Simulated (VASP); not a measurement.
Wanted: the native input for a VASP 6.6.1 run.

```yaml
Task: single point
Functional: PBE
Potentials_or_basis: VASP PAW PBE potentials, release 64 (Al, As)
Cutoff: 500 eV
k_mesh: 8 × 8 × 8
Occupations: gaussian, width 0.02 eV
Spin: no spin polarisation
Dipole_correction: no
Further_INCAR_settings: ALGO = Normal; EDIFF = 1e-06; NBANDS = 11
```

The structure of AlAs (m) lies in POSCAR:

```
AlAs
1.0
    0.0000000000      2.8639562380      2.8639562380
    2.8639562380      0.0000000000      2.8639562380
    2.8639562380      2.8639562380      0.0000000000
Al As
1 1
Direct
    0.0000000000      0.0000000000      0.0000000000
    0.2500000000      0.2500000000      0.2500000000
```

The input as run:

INCAR

```
PREC = Accurate ; ENCUT = 500
EDIFF = 1E-6 ; ISMEAR = 0
SIGMA = 0.02 ; LREAL = False
LASPH = True ; NELM = 120
ALGO = Normal ; ISIF = 2
LWAVE = False ; LCHARG = True
GGA = PE ; LELF = True
LVHAR = True ; NBANDS = 11
GGA_COMPAT = False
```

KPOINTS

```
regular mesh
0
Gamma
  8 8 8
```

Potentials or basis: VASP PAW PBE potentials, release 64 (Al, As).

Command:

```bash
$ cat potpaw_PBE.64/Al/POTCAR potpaw_PBE.64/As/POTCAR > POTCAR
$ mpirun -np 1 vasp_std > vasp.out
```

It gave:

* Pressure: 0.2 GPa
* Band gap on the k mesh: 1.49 eV, indirect (least direct gap 1.78 eV)

Run time: 19 s on 1 thread of Intel Xeon 6975P-C, on a shared host, peak memory 0.17 GiB.
